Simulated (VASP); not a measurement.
A run of VASP 6.6.1 is set up as follows.

File INCAR:

```
SYSTEM = Be
PREC     = Accurate       ! precision mode
ENCUT    = 600            ! plane-wave cutoff, eV
EDIFF    = 1E-6           ! SCF threshold, eV
ISMEAR   = 1              ! smearing method
SIGMA    = 0.1            ! smearing width, eV
LREAL    = .FALSE.        ! projectors in reciprocal space
LASPH    = .TRUE.         ! aspherical terms in the spheres
NELM     = 100            ! most SCF steps
ALGO     = Normal         ! electronic algorithm
ISIF     = 3              ! what is computed and relaxed
LWAVE    = .FALSE.        ! write WAVECAR
LCHARG   = .FALSE.        ! write CHGCAR
GGA      = PE             ! functional
IBRION   = 2              ! ionic algorithm
NSW      = 80             ! ionic steps
EDIFFG   = -0.01          ! ionic threshold
PSTRESS  = 100.0
```

Contents of KPOINTS:

```
regular mesh
0
G
  8 8 8
  0 0 0
```

File POSCAR:

```
Be
1.0
    0.0000000000      2.1900000000      2.1900000000
    2.1900000000      0.0000000000      2.1900000000
    2.1900000000      2.1900000000      0.0000000000
Be
2
Direct
    0.0000000000      0.0000000000      0.0000000000
    0.2500000000      0.2500000000      0.2500000000
```

Potentials or basis: VASP PAW PBE potentials, release 64 (Be).

Run with:

```bash
$ cat potpaw_PBE.64/Be/POTCAR > POTCAR
$ mpirun -np 1 vasp_std > vasp.out
```

Task: Predict the band gap on the k mesh.

Result: Zero (band 2 reaches 8.12 eV, above the bottom of band 3 at 0.88 eV).

Task: What does it give for the space group after relaxing (to 0.05 Å)?

Result: Fd-3m (No. 227).

Task: Estimate the relaxed cell.

Result: a = 3.270 Å, b = 3.270 Å, c = 3.270 Å, α = 60.00°, β = 60.00°, γ = 60.00°.

Final structure:
```
Be
1.0
     0.00000    2.31253    2.31253
     2.31253    0.00000    2.31253
     2.31253    2.31253    0.00000
Be
2
Direct
  0.00000 0.00000 0.00000
  0.25000 0.25000 0.25000
```

Caveat: the cell is relaxed towards a set pressure, so the enthalpy falls and the energy may rise.
